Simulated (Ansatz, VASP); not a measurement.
## C: VASP beside Ansatz

Contents of INCAR:

```
PREC     = Accurate       # precision mode
ENCUT    = 520            # plane-wave cutoff, eV
EDIFF    = 1E-6           # SCF threshold, eV
ISMEAR   = 0              # smearing method
SIGMA    = 0.15           # smearing width, eV
LREAL    = F              # projectors in reciprocal space
LASPH    = T              # aspherical terms in the spheres
NELM     = 100            # most SCF steps
ALGO     = Normal         # electronic algorithm
ISIF     = 2              # what is computed and relaxed
LWAVE    = F              # write WAVECAR
LCHARG   = T              # write CHGCAR
GGA      = PS             # functional
LELF     = T              # ELF
LVHAR    = T            
NBANDS   = 16             # bands
```

Contents of KPOINTS:

```
Automatic mesh
0
Gamma
  18 18 6
```

The input POSCAR:

```
C
1.0
    1.2008278601     -2.2285132197      0.0000000000
    1.2008278601      2.2285132197      0.0000000000
    0.0000000000      0.0000000000      7.3778182888
C
4
Direct
    0.0833216498      0.9166783502      0.7498439858
    0.5833216498      0.4166783502      0.2501560142
    0.9166783502      0.0833216498      0.2501560142
    0.4166783502      0.5833216498      0.7498439858
```

Input for Ansatz:

```yaml
crystal:
  lattice:
    - [1.2008278601, -2.2285132197, 0.0]
    - [1.2008278601, 2.2285132197, 0.0]
    - [0.0, 0.0, 7.3778182888]
  atoms:
    - { symbol: C, position: [0.0833216498, 0.9166783502, 0.7498439858] }
    - { symbol: C, position: [0.5833216498, 0.4166783502, 0.2501560142] }
    - { symbol: C, position: [0.9166783502, 0.0833216498, 0.2501560142] }
    - { symbol: C, position: [0.4166783502, 0.5833216498, 0.7498439858] }
basis:
  ecutwfc: 520.0
kpoints:
  mp_grid: { grid: [18, 18, 6] }
hamiltonian:
  xc: pbesol
  pseudopotentials: { kind: paw, azcp: { folder: soft_1 } }
scf:
  occupations: { method: gaussian, width: 0.15 }
output:
  forces: true
  stress: true
  eigenvalues: true
```

Change from the starting cell: normal strain along x -0.0233, normal strain along y +0.0467.

Alike in both runs: task single point; functional PBEsol; k mesh 18 × 18 × 6; occupations gaussian, width 0.15 eV; no spin polarisation.

```csv
,VASP,Ansatz
version,VASP 6.6.1,Ansatz 0.2.0
potentials or method,"VASP PAW PBE potentials, release 64 (C), cutoff 520 eV","scalar-relativistic, plane waves, PAW"
valence electrons in the cell,16,16
```

|  | VASP | Ansatz | Ansatz less VASP |
| --- | --- | --- | --- |
| gap on the k mesh at the Fermi level (eV) | 0.37 | 0.37 | -0.001 |
| least direct gap on the mesh (eV) | 0.37 | 0.37 | -0.001 |
| pressure (GPa) | -6.4 | -7.0 | -0.63 |
| traceless stress, the component that is largest in VASP (GPa) | -30.33 | -30.57 | -0.243 |
| rms of the force components (eV/Å) | 0.311 | 0.299 | -0.0121 |

VASP's potentials were made for PBE, not for PBEsol, and Ansatz warns of the same on its side. Atom by atom the forces differ by 0.012 eV/Å (rms over components).
